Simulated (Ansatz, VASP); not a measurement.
TiPd in VASP and in Ansatz

Contents of INCAR:

```
SYSTEM = TiPd
PREC = Accurate ; ENCUT = 520
EDIFF = 1E-6 ; ISMEAR = 0
SIGMA = 0.15 ; LREAL = .FALSE.
LASPH = .TRUE. ; NELM = 60
ALGO = Fast ; ISIF = 2
LWAVE = .FALSE. ; LCHARG = .TRUE.
GGA = CA ; LELF = .TRUE.
LVHAR = .TRUE. ; NBANDS = 18
```

The input KPOINTS:

```
regular mesh
0
G
  16 16 16
  0 0 0
```

POSCAR

```
TiPd
1.0
    3.0846000000      0.0000000000      0.0000000000
    0.0000000000      3.0846000000      0.0000000000
    0.0000000000      0.0000000000      3.2754000000
Ti Pd
1 1
Direct
    0.5000000000      0.5000000000      0.5000000000
    0.0000000000      0.0000000000      0.0000000000
```

Input for Ansatz:

```yaml
crystal:
  lattice:
    - [3.0846, 0.0, 0.0]
    - [0.0, 3.0846, 0.0]
    - [0.0, 0.0, 3.2754]
  atoms:
    - { symbol: Ti, position: [0.5, 0.5, 0.5] }
    - { symbol: Pd, position: [0.0, 0.0, 0.0] }
basis:
  ecutwfc: 420
kpoints:
  mp_grid: { grid: [16, 16, 16] }
hamiltonian:
  xc: lda
scf:
  occupations: { method: gaussian, width: 0.15 }
output:
  forces: true
  stress: true
  eigenvalues: true
```

Change from the starting cell: strain -0.030 along x and y, +0.030 along z, atoms carried along.

Alike in both runs: task single point; functional LDA; k mesh 16 × 16 × 16; occupations gaussian, width 0.15 eV; no spin polarisation.

```csv
,VASP,Ansatz
version,VASP 6.6.1,Ansatz 0.2.0
potentials or method,"VASP PAW LDA potentials, release 64 (Ti_sv, Pd), cutoff 520 eV","scalar-relativistic, plane waves, PAW"
valence electrons in the cell,22,30
```

|  | VASP | Ansatz | Ansatz less VASP |
| --- | --- | --- | --- |
| gap on the k mesh at the Fermi level (eV) | none | none | - |
| pressure (GPa) | -7.2 | -7.4 | -0.28 |
| traceless stress, the component that is largest in VASP (GPa) | 1.43 | 1.40 | -0.036 |

LDA's correlation is that of Perdew and Zunger in VASP and of Perdew and Wang (1992) in Ansatz. A gap of «none» marks a metal or a gap that the smearing closes. VASP's potentials hold 22 valence electrons a cell and Ansatz's 30, so a difference there can come from the potentials and not from the codes.
